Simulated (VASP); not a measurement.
Set up this calculation in VASP 6.6.1, as the native input.

| Item | Value |
| --- | --- |
| Task | single point |
| Functional | PBEsol |
| Potentials or basis | VASP PAW PBE potentials, release 64 (Au) |
| Cutoff | 520 eV |
| k mesh | 26 × 26 × 26 |
| Occupations | gaussian, width 0.15 eV |
| Spin | no spin polarisation |
| Dipole correction | no |
| Further INCAR settings | ALGO = Fast; EDIFF = 1e-06; NBANDS = 12 |

The structure of Au lies in POSCAR:

```
Au
1.0
    0.0000000000      2.0419343851      2.0419343851
    2.0419343851      0.0000000000      2.0419343851
    2.0419343851      2.0419343851      0.0000000000
Au
1
Direct
    0.0000000000      0.0000000000      0.0000000000
```

The input as run:

INCAR

```
ALGO = Fast ; EDIFF = 1E-6
ENCUT = 520 ; GGA = PS
ISIF = 2 ; ISMEAR = 0
LASPH = True ; LCHARG = True
LELF = True ; LREAL = False
LVHAR = True ; LWAVE = False
NBANDS = 12 ; NELM = 100
PREC = Accurate ; SIGMA = 0.15
```

KPOINTS

```
k-points
0
Gamma
  26 26 26
```

Potentials or basis: VASP PAW PBE potentials, release 64 (Au).

Launch:

```bash
$ cat potpaw_PBE.64/Au/POTCAR > POTCAR
$ mpirun -np 1 vasp_std > vasp.out
```

It gave:

```
Pressure : -0.3 GPa
```

Caveat: the PAW data sets were made with another functional, which shifts forces and pressure a little.

It took 61 s on 1 thread of Intel(R) Xeon(R) Platinum 8259CL CPU @ 2.50GHz (Skylake/Cascade Lake), with other jobs on the host, peak memory 0.22 GiB.
